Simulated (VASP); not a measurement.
Here is a VASP 6.6.1 calculation.

INCAR

```
SYSTEM = Ta2SbN
ALGO     = Normal         ! electronic algorithm
EDIFF    = 1E-6           ! SCF threshold, eV
ENCUT    = 520            ! plane-wave cutoff, eV
GGA      = PE             ! functional
ISIF     = 2              ! what is computed and relaxed
ISMEAR   = -1             ! smearing method
LASPH    = .True.         ! aspherical terms in the spheres
LCHARG   = .False.        ! write CHGCAR
LREAL    = .False.        ! projectors in reciprocal space
LWAVE    = .False.        ! write WAVECAR
NBANDS   = 24             ! bands
NELM     = 100            ! most SCF steps
PREC     = Accurate       ! precision mode
SIGMA    = 0.15           ! smearing width, eV
```

The input KPOINTS:

```
k-points
0
Gamma
  15 15 15
  0 0 0
```

Contents of POSCAR:

```
Ta2SbN
1.0
    1.6618438501      0.9594659941      6.6299085159
   -1.6618438501      0.9594659941      6.6299085159
    0.0000000000     -1.9189319885      6.6299085159
Ta Sb N
2 1 1
Direct
    0.2800457422      0.2800457422      0.2800457422
    0.7199542578      0.7199542578      0.7199542578
    0.5000000000      0.5000000000      0.5000000000
    0.0000000000      0.0000000000      0.0000000000
```

Potentials or basis: VASP PAW PBE potentials, release 64 (Ta_pv, Sb, N).

The run is started by

```sh
$ cat potpaw_PBE.64/Ta_pv/POTCAR potpaw_PBE.64/Sb/POTCAR potpaw_PBE.64/N/POTCAR > POTCAR
$ mpirun -np 1 vasp_std > vasp.out
```

(1) Estimate the pressure.

(2) Predict the band gap on the k mesh.

(3) Predict the largest force.

Answers

(1) 0.3 GPa.

(2) zero (bands 16 and 17 overlap by 1.19 eV).

(3) 0.034 eV/Å.

Caveat: spin-orbit coupling is left out, which moves the levels of the heavy elements.
